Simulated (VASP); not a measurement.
# MgO (rocksalt type) (Fm-3m) in VASP: a series of runs

The runs below take MgO (rocksalt type) through single point, with LDA.

Program: VASP 6.6.1. These are calculated values, not measurements. Logs are shortened: lines on timing, memory, paths and dates and some standing lists are left out, and cuts for length are marked.

## 1. The cell of the first run

It takes space group Fm-3m (No. 225, cubic). Conventional cell: a = 4.159 Å, b = 4.159 Å, c = 4.159 Å, α = 90.00°, β = 90.00°, γ = 90.00°. Mg (site symmetry m-3m) has 6 O at 2.08 Å within 2.8 Å. Within 2.8 Å of O (site symmetry m-3m) lie 6 Mg at 2.08 Å.

## 2. Single point, LDA

Contents of INCAR:

```
  ALGO = Normal
  EDIFF = 1E-6
  ENCUT = 600
  GGA_COMPAT = F
  ISIF = 2
  ISMEAR = -1
  LASPH = T
  LCHARG = T
  LELF = T
  LREAL = F
  LVHAR = T
  LWAVE = F
  NBANDS = 11
  NELM = 120
  PREC = Accurate
  SIGMA = 0.05
```

Contents of KPOINTS:

```
k-points
0
Gamma
  15 15 15
```

Contents of POSCAR:

```
MgO
1.0
    0.0000000000      2.0796222308      2.0796222308
    2.0796222308      0.0000000000      2.0796222308
    2.0796222308      2.0796222308      0.0000000000
Mg O
1 1
Direct
    0.0000000000      0.0000000000      0.0000000000
    0.5000000000      0.5000000000      0.5000000000
```

Potentials or basis: VASP PAW LDA potentials, release 64 (Mg, O).

Command:

```bash
> cat potpaw_LDA.64/Mg/POTCAR potpaw_LDA.64/O/POTCAR > POTCAR
> mpirun -np 1 vasp_std > vasp.out
```

OUTCAR:

```text
EDIFF = 1E-6
   ENCUT = 600
   ISIF = 2
   ISMEAR = -1
   LASPH = T
   LREAL = F
   NELM = 120
   PREC = Accurate

 ion  position               nearest neighbor table
   1  0.000  0.000  0.000-   2 2.08   2 2.08   2 2.08   2 2.08   2 2.08   2 2.08
   2  0.500  0.500  0.500-   1 2.08   1 2.08   1 2.08   1 2.08   1 2.08   1 2.08

  LATTYP: Found a face centered cubic cell.
 ALAT       =     4.1592444616

  Lattice vectors:

 A1 = (   0.0000000000,   2.0796222308,   2.0796222308)
 A2 = (   2.0796222308,   0.0000000000,   2.0796222308)
 A3 = (   2.0796222308,   2.0796222308,   0.0000000000)

Analysis of symmetry for initial positions (statically):
=====================================================================
 Subroutine PRICEL returns:
 Original cell was already a primitive cell.

 Routine SETGRP: Setting up the symmetry group for a
 face centered cubic supercell.

 Subroutine GETGRP returns: Found 48 space group operations
 (whereof 48 operations were pure point group operations)
 out of a pool of 48 trial point group operations.

The static configuration has the point symmetry O_h .

Analysis of symmetry for dynamics (positions and initial velocities):
=====================================================================
 Subroutine PRICEL returns:
 Original cell was already a primitive cell.

 Routine SETGRP: Setting up the symmetry group for a
 face centered cubic supercell.

 Subroutine GETGRP returns: Found 48 space group operations
 (whereof 48 operations were pure point group operations)
 out of a pool of 48 trial point group operations.

The dynamic configuration has the point symmetry O_h .

 Subroutine INISYM returns: Found 48 space group operations
 (whereof 48 operations are pure point group operations),
 and found     1 'primitive' translations

----------------------------------------------------------------------------------------

                                     Primitive cell

  volume of cell :      17.9880

  direct lattice vectors                    reciprocal lattice vectors
     0.000000000  2.079622231  2.079622231    -0.240428282  0.240428282  0.240428282
     2.079622231  0.000000000  2.079622231     0.240428282 -0.240428282  0.240428282
     2.079622231  2.079622231  0.000000000     0.240428282  0.240428282 -0.240428282

  length of vectors
     2.941029963  2.941029963  2.941029963     0.416434000  0.416434000  0.416434000

  position of ions in fractional coordinates (direct lattice)
     0.000000000  0.000000000  0.000000000
     0.500000000  0.500000000  0.500000000

  ion indices of the primitive-cell ions
   primitive index   ion index
                 1           1
                 2           2

----------------------------------------------------------------------------------------

 KPOINTS: k-points

Automatic generation of k-mesh.
 Grid dimensions read from file:
 generate k-points for:   15   15   15

 Generating k-lattice:

  Cartesian coordinates                     Fractional coordinates (reciprocal lattice)
    -0.016028552  0.016028552  0.016028552     0.066666667  0.000000000  0.000000000
     0.016028552 -0.016028552  0.016028552     0.000000000  0.066666667  0.000000000
     0.016028552  0.016028552 -0.016028552     0.000000000  0.000000000  0.066666667

  Length of vectors
     0.027762267  0.027762267  0.027762267

  Shift w.r.t. Gamma in fractional coordinates (k-lattice)
     0.000000000  0.000000000  0.000000000

 Subroutine IBZKPT returns following result:
 ===========================================

 Found    120 irreducible k-points:

 Following reciprocal coordinates:
            Coordinates               Weight
  0.000000  0.000000  0.000000      1.000000
  0.066667  0.000000  0.000000      8.000000
  0.133333  0.000000  0.000000      8.000000
  0.200000  0.000000  0.000000      8.000000
  0.266667  0.000000  0.000000      8.000000
  0.333333  0.000000  0.000000      8.000000
[... 16 lines left out ...]
  0.133333  0.133333  0.000000      6.000000
  0.200000  0.133333  0.000000     24.000000
 [... further k-points ...]
   k-points           NKPTS =    120   k-points in BZ     NKDIM =    120   number of bands    NBANDS=     11
   number of dos      NEDOS =    301   number of ions     NIONS =      2
   total plane-waves  NPLWV =  13824
   dimension x,y,z NGX =    24 NGY =   24 NGZ =   24
   dimension x,y,z NGXF=    48 NGYF=   48 NGZF=   48
   ions per type =               1   1
   NGX,Y,Z   is equivalent  to a cutoff of  13.57, 13.57, 13.57 a.u.
   NGXF,Y,Z  is equivalent  to a cutoff of  27.13, 27.13, 27.13 a.u.
 SYSTEM =  unknown system
   PREC   = accura    normal or accurate (medium, high low for compatibility)
   ISTART =      0    job   : 0-new  1-cont  2-samecut
   ICHARG =      2    charge: 1-file 2-atom 10-const
   ISPIN  =      1    spin polarized calculation?
   LNONCOLLINEAR =      F non collinear calculations
   LSORBIT =      F    spin-orbit coupling
   LASPH  =      T    aspherical Exc in radial PAW
   ENCUT  =  600.0 eV  44.10 Ry    6.64 a.u.   5.87  5.87  5.87*2*pi/ulx,y,z
   NELM   =    120;   NELMIN=  2; NELMDL= -5     # of ELM steps
   EDIFF  = 0.1E-05   stopping-criterion for ELM
   LREAL  =      F    real-space projection
   EDIFFG = 0.1E-04   stopping-criterion for IOM
   NSW    =      0    number of steps for IOM
   IBRION =     -1    ionic relax: 0-MD 1-quasi-New 2-CG
   NFREE  =      0    steps in history (QN), initial steepest desc. (CG)
   ISIF   =      2    stress and relaxation
   ISYM   =      2    0-nonsym 1-usesym 2-fastsym
   POTIM  = 0.5000    time-step for ionic-motion
   TEBEG  =    0.0;   TEEND  =   0.0 temperature during run
   PSTRESS=    0.0 pullay stress
   NELECT =       8.0000    total number of electrons
   NUPDOWN=      -1.0000    fix difference up-down
   EMIN   =  10.00;   EMAX   =-10.00  energy-range for DOS
   EFERMI =   0.00;   METHOD = LEGACY
   ISMEAR =    -1;   SIGMA  =   0.05  broadening in eV -4-tet -1-fermi 0-gaus
   EFERMI_NEDOS =   21; number of points for ismear=-14 and -15
   IALGO  =     38    algorithm
   IMIX   =      4    mixing-type and parameters
     AMIX     =   0.40;   BMIX     =  1.00
     AMIX_MAG =   1.60;   BMIX_MAG =  1.00
  volume/ion in A,a.u.               =       8.99        60.69
  Fermi-wavevector in a.u.,A,eV,Ry     =   1.249617  2.361434 21.246089  1.561543
  Thomas-Fermi vector in A             =   2.383650
   LORBIT       =      0    0 simple, 1 ext, 2 COOP (PROOUT), +10 PAW based schemes
   GGA     = CA    functional components
   LHFCALC =     F    Hartree Fock is set to
   AEXX    =    0.0000 exact exchange contribution
   IVDW    =     0    specifies the selected vdW correction
   LEPSILON=     F    determine dielectric tensor
   LRPA    =     F    only Hartree local field effects (RPA)
 non-spin polarized calculation
  energy-cutoff  :      600.00
  volume of cell :       17.99
 maximum number of plane-waves:       612
   NGX = 11   NGY = 11   NGZ = 11

 number of electron       8.0000000 magnetization

 Free energy of the ion-electron system (eV)
  ---------------------------------------------------
  ext. energy  EPLUGINS =         0.00000000
  ---------------------------------------------------
  free energy    TOTEN  =       -13.44818178 eV

  energy without entropy =      -13.44818178  energy(sigma->0) =      -13.44818178

 E-fermi :   4.2210     XC(G=0): -11.7756

 val. band max:        3.1713676926   @ k =   0.0000   0.0000   0.0000
 cond. band min:       8.2075033972   @ k =   0.0000   0.0000   0.0000
 fundamental gap:      5.0361357046
 Fermi energy:         4.2209763797

 k-point     1 :       0.0000    0.0000    0.0000
  band No.  band energies     occupation
      1     -14.0327      2.00000
      2       3.1714      2.00000
      3       3.1714      2.00000
      4       3.1714      2.00000
      5       8.2075      0.00000
      6      18.9047      0.00000
      7      18.9047      0.00000
      8      18.9047      0.00000
      9      23.0293      0.00000
     10      24.7202      0.00000
     11      24.7202      0.00000

 k-point     2 :       0.0667    0.0000    0.0000
  band No.  band energies     occupation
      1     -13.9800      2.00000
      2       2.8535      2.00000
      3       3.1378      2.00000
      4       3.1378      2.00000
      5       8.5054      0.00000
      6      18.2373      0.00000
      7      19.0219      0.00000
      8      19.0219      0.00000
      9      23.9318      0.00000
     10      24.3454      0.00000
     11      24.3454      0.00000

 k-point     3 :       0.1333    0.0000    0.0000
  band No.  band energies     occupation
      1     -13.8272      2.00000
      2       2.0814      2.00000
      3       3.0446      2.00000
      4       3.0446      2.00000
      5       9.2055      0.00000
      6      17.1063      0.00000
      7      19.3307      0.00000
      8      19.3307      0.00000
      9      23.7139      0.00000
     10      23.7139      0.00000
     11      25.3982      0.00000

 k-point     4 :       0.2000    0.0000    0.0000
  band No.  band energies     occupation
      1     -13.5911      2.00000
      2       1.1290      2.00000
      3       2.9112      2.00000
      4       2.9112      2.00000
      5       9.9953      0.00000
      6      16.1871      0.00000
      7      19.6854      0.00000
      8      19.6854      0.00000
      9      23.3349      0.00000
     10      23.3349      0.00000
     11      25.7106      0.00000

 k-point     5 :       0.2667    0.0000    0.0000
  band No.  band energies     occupation
      1     -13.3009      2.00000
      2       0.1712      2.00000
      3       2.7635      2.00000
      4       2.7635      2.00000
      5      10.6382      0.00000
      6      15.6788      0.00000
      7      19.8634      0.00000
      8      19.8634      0.00000
      9      23.4875      0.00000
     10      23.4875      0.00000
     11      25.3268      0.00000
[... 211 lines left out ...]
 k-point    21 :      -0.1333    0.0667    0.0000
  band No.  band energies     occupation
      1     -13.7141      2.00000
      2       1.6693      2.00000
      3       2.8451      2.00000
      4       3.0251      2.00000
      5       9.6588      0.00000
      6      16.5380      0.00000
      7      19.4357      0.00000
      8      19.6007      0.00000
      9      22.7671      0.00000
     10      24.0414      0.00000
     11      26.1633      0.00000

 k-point    22 :      -0.0667    0.0667    0.0000
  band No.  band energies     occupation
      1     -13.8941      2.00000
      2       2.4362      2.00000
      3       3.0148      2.00000
      4       3.1123      2.00000
      5       8.9321      0.00000
      6      17.4927      0.00000
      7      19.1990      0.00000
      8      19.2101      0.00000
      9      23.4987      0.00000
     10      24.3528      0.00000
     11      25.0100      0.00000

 k-point    23 :       0.1333    0.1333    0.0000
  band No.  band energies     occupation
      1     -13.7623      2.00000
      2       1.9995      2.00000
      3       2.8922      2.00000
      4       2.8922      2.00000
      5       9.5371      0.00000
      6      16.5053      0.00000
      7      19.5494      0.00000
      8      19.5494      0.00000
      9      21.8810      0.00000
     10      25.2795      0.00000
     11      26.6593      0.00000

 k-point    24 :       0.2000    0.1333    0.0000
  band No.  band energies     occupation
      1     -13.5912      2.00000
      2       1.3935      2.00000
      3       2.7527      2.00000
      4       2.7579      2.00000
      5      10.1791      0.00000
      6      15.7540      0.00000
      7      19.7770      0.00000
      8      19.8730      0.00000
      9      21.1537      0.00000
     10      25.3174      0.00000
     11      27.6810      0.00000

 [... further k-points ...]
[... 5 lines left out ...]
  --------------------------------------------------------------------------------------
  -------------------------------------------------------------------------------------
  Total       -0.2197916     -0.2197916     -0.2197916     -0.0000000      0.0000000      0.0000000
  in kB      -19.5766443    -19.5766443    -19.5766443     -0.0000000      0.0000000      0.0000000
  external PRESSURE =     -19.5766443 kB  Pullay stress =       0.0000000 kB

 VOLUME and BASIS-vectors are now :
 -----------------------------------------------------------------------------
  energy-cutoff  :      600.00
  volume of cell :       17.99
      direct lattice vectors                 reciprocal lattice vectors
     0.000000000  2.079622231  2.079622231    -0.240428282  0.240428282  0.240428282
     2.079622231  0.000000000  2.079622231     0.240428282 -0.240428282  0.240428282
     2.079622231  2.079622231  0.000000000     0.240428282  0.240428282 -0.240428282

 POSITION                                       TOTAL-FORCE (eV/Angst)
 -----------------------------------------------------------------------------------
      0.00000      0.00000      0.00000         0.000000      0.000000      0.000000
      2.07962      2.07962      2.07962        -0.000000     -0.000000      0.000000
 -----------------------------------------------------------------------------------
    total drift:                               -0.000000     -0.000000      0.000000

  FREE ENERGIE OF THE ION-ELECTRON SYSTEM (eV)
  ---------------------------------------------------
  free  energy   TOTEN  =       -13.4481817791 eV

  energy  without entropy=      -13.4481817791  energy(sigma->0) =      -13.44818178
```

Run time: 26 s. Hardware: 1 thread of Intel Xeon Platinum 8259CL at 2.50GHz (Skylake/Cascade Lake), shared host; peak memory 0.14 GiB.

What came out:

* Free energy: -13.4482 eV
* Pressure: -2.0 GPa
* Band gap on the k mesh: 5.04 eV, direct

A k mesh can miss the band edges. LDA gaps usually lie below the measured ones, often by a third to a half.

## 3. Single point, LDA

Contents of INCAR:

```
SYSTEM = MgO
ALGO = Normal
EDIFF = 1E-6
ENCUT = 600
GGA_COMPAT = .FALSE.
ISIF = 2
ISMEAR = -1
LASPH = .TRUE.
LCHARG = .FALSE.
LREAL = .FALSE.
LWAVE = .FALSE.
NBANDS = 11
NELM = 120
PREC = Accurate
SIGMA = 0.05
```

Contents of KPOINTS:

```
k-points
0
G
  15 15 15
  0 0 0
```

POSCAR is that of step 2.

Potentials or basis: VASP PAW LDA potentials, release 64 (Mg, O).

Command:

```bash
> cat potpaw_LDA.64/Mg/POTCAR potpaw_LDA.64/O/POTCAR > POTCAR
> mpirun -np 1 vasp_std > vasp.out
```

OUTCAR:

```text
SYSTEM = MgO
   EDIFF = 1E-6
   ENCUT = 600
   ISIF = 2
   ISMEAR = -1
   LASPH = .TRUE.
   LREAL = .FALSE.
   NELM = 120
   PREC = Accurate

 ion  position               nearest neighbor table
   1  0.000  0.000  0.000-   2 2.08   2 2.08   2 2.08   2 2.08   2 2.08   2 2.08
   2  0.500  0.500  0.500-   1 2.08   1 2.08   1 2.08   1 2.08   1 2.08   1 2.08

  LATTYP: Found a face centered cubic cell.
 ALAT       =     4.1592444616

  Lattice vectors:

 A1 = (   0.0000000000,   2.0796222308,   2.0796222308)
 A2 = (   2.0796222308,   0.0000000000,   2.0796222308)
 A3 = (   2.0796222308,   2.0796222308,   0.0000000000)

[... 512 lines left out ...]
      9      21.1537      0.00000
     10      25.3174      0.00000
     11      27.6810      0.00000

 [... further k-points ...]
[... 5 lines left out ...]
  --------------------------------------------------------------------------------------
  -------------------------------------------------------------------------------------
  Total       -0.2197916     -0.2197916     -0.2197916     -0.0000000      0.0000000      0.0000000
  in kB      -19.5766443    -19.5766443    -19.5766443     -0.0000000      0.0000000      0.0000000
  external PRESSURE =     -19.5766443 kB  Pullay stress =       0.0000000 kB

 VOLUME and BASIS-vectors are now :
 -----------------------------------------------------------------------------
  energy-cutoff  :      600.00
  volume of cell :       17.99
      direct lattice vectors                 reciprocal lattice vectors
     0.000000000  2.079622231  2.079622231    -0.240428282  0.240428282  0.240428282
     2.079622231  0.000000000  2.079622231     0.240428282 -0.240428282  0.240428282
     2.079622231  2.079622231  0.000000000     0.240428282  0.240428282 -0.240428282

 POSITION                                       TOTAL-FORCE (eV/Angst)
 -----------------------------------------------------------------------------------
      0.00000      0.00000      0.00000         0.000000      0.000000      0.000000
      2.07962      2.07962      2.07962        -0.000000     -0.000000      0.000000
 -----------------------------------------------------------------------------------
    total drift:                               -0.000000     -0.000000      0.000000

  FREE ENERGIE OF THE ION-ELECTRON SYSTEM (eV)
  ---------------------------------------------------
  free  energy   TOTEN  =       -13.4481817791 eV

  energy  without entropy=      -13.4481817791  energy(sigma->0) =      -13.44818178
```

OSZICAR:

```text
N       E                     dE             d eps       ncg     rms          rms(c)
DAV:   1     0.144931118147E+02    0.14493E+02   -0.50222E+03  2992   0.735E+02
DAV:   2    -0.144385793370E+02   -0.28932E+02   -0.27956E+02  3048   0.145E+02
DAV:   3    -0.150280295718E+02   -0.58945E+00   -0.58891E+00  3138   0.180E+01
DAV:   4    -0.150293701694E+02   -0.13406E-02   -0.13406E-02  2946   0.954E-01
DAV:   5    -0.150293739257E+02   -0.37563E-05   -0.37562E-05  3060   0.482E-02    0.708E+00
DAV:   6    -0.135102341292E+02    0.15191E+01   -0.85480E+00  2748   0.161E+01    0.220E+00
DAV:   7    -0.134723588068E+02    0.37875E-01   -0.57783E-02  2919   0.218E+00    0.129E+00
DAV:   8    -0.134486387473E+02    0.23720E-01   -0.28954E-02  2772   0.175E+00    0.221E-01
DAV:   9    -0.134483206264E+02    0.31812E-03   -0.36244E-04  3066   0.142E-01    0.134E-01
DAV:  10    -0.134481823545E+02    0.13827E-03   -0.35378E-04  2883   0.158E-01    0.613E-03
DAV:  11    -0.134481817791E+02    0.57544E-06   -0.41140E-06  2979   0.116E-02
   1 F= -.13448182E+02 E0= -.13448182E+02  d E =-.125505E-10
```

stdout:

```text
POSCAR found type information on POSCAR MgO
 POSCAR found :  2 types and       2 ions
 scaLAPACK will be used
 LDA part: xc-table for (Slater(with rela. corr.)+CA(PZ))
 , standard interpolation
 POSCAR, INCAR and KPOINTS ok, starting setup
 FFT: planning ... GRIDC
 FFT: planning ... GRID_SOFT
 FFT: planning ... GRID
 WAVECAR not read
 entering main loop
```

It took 13 s on 1 thread of Intel Xeon 6975P-C, shared host; peak memory 0.15 GiB.

Results:

| Quantity | Value |
| --- | --- |
| Free energy | -13.4482 eV |
| Pressure | -2.0 GPa |
| Band gap on the k mesh | 5.04 eV, direct |

## 4. Single point, LDA

Contents of INCAR:

```
SYSTEM = MgO
ALGO = Normal
EDIFF = 1E-6
ENCUT = 600
GGA = CA
GGA_COMPAT = .False.
ISIF = 2
ISMEAR = -1
LASPH = .True.
LCHARG = .False.
LREAL = .False.
LWAVE = .False.
NBANDS = 11
NELM = 120
PREC = Accurate
SIGMA = 0.05
```

Contents of KPOINTS:

```
k-points
0
Gamma
  15 15 15
  0 0 0
```

POSCAR is that of step 3.

Command:

```bash
> cat potpaw_LDA.64/Mg/POTCAR potpaw_LDA.64/O/POTCAR > POTCAR
> mpirun -np 1 vasp_std > vasp.out
```

Run time: 14 s. Hardware: 1 thread of Intel Xeon 6975P-C, shared host; peak memory 0.15 GiB.

Results (log left out):

```
Free energy            : -13.4482 eV
Pressure               : -2.0 GPa
Band gap on the k mesh : 5.04 eV, direct
```

Levels at points of the mesh, in eV from the valence-band top:
```tsv
k point	band 2	band 3	band 4	band 5	band 6	band 7
(0.00, 0.00, 0.00)	0.00	0.00	0.00	5.04	15.73	15.73
```

A k mesh can miss the band edges. As with any semilocal functional, this LDA gap is likely too small.
